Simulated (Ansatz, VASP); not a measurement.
## Ag2O: VASP beside Ansatz

```
Ag O
1.0
     4.70649    0.00000    0.00000
     0.00000    4.70649    0.00000
     0.00000    0.00000    4.70649
Ag O
4 2
Direct
  0.25000 0.25000 0.25000
  0.25000 0.75000 0.75000
  0.75000 0.75000 0.25000
  0.75000 0.25000 0.75000
  0.00000 0.00000 0.00000
  0.50000 0.50000 0.50000
```

Alike in both runs: functional PBEsol; k mesh 8 × 8 × 8; occupations gaussian, width 0.1 eV; no spin polarisation.

Ansatz relaxed the structure, and its values are those at the end. VASP's run is a single point on that final structure, the one shown.

|  | VASP | Ansatz |
| --- | --- | --- |
| version | VASP 6.6.1 | Ansatz 0.2.0 |
| potentials or method | VASP PAW PBE potentials, release 64 (Ag, O), cutoff 600 eV | scalar-relativistic, plane waves, PAW |
| valence electrons in the cell | 56 | 88 |

Ansatz gave:

- gap on the k mesh at the Fermi level (eV): none
- pressure (GPa): 0.0

Question: Estimate VASP's values.

Answer: gap on the k mesh at the Fermi level (eV): none; pressure (GPa): -0.3.

VASP's potentials were made for PBE, not for PBEsol. A gap of «none» marks a metal or a gap that the smearing closes. With one functional, cell and mesh, what is left measures potentials, basis and numerics. VASP's potentials hold 56 valence electrons a cell and Ansatz's 88, so a difference there can come from the potentials and not from the codes.
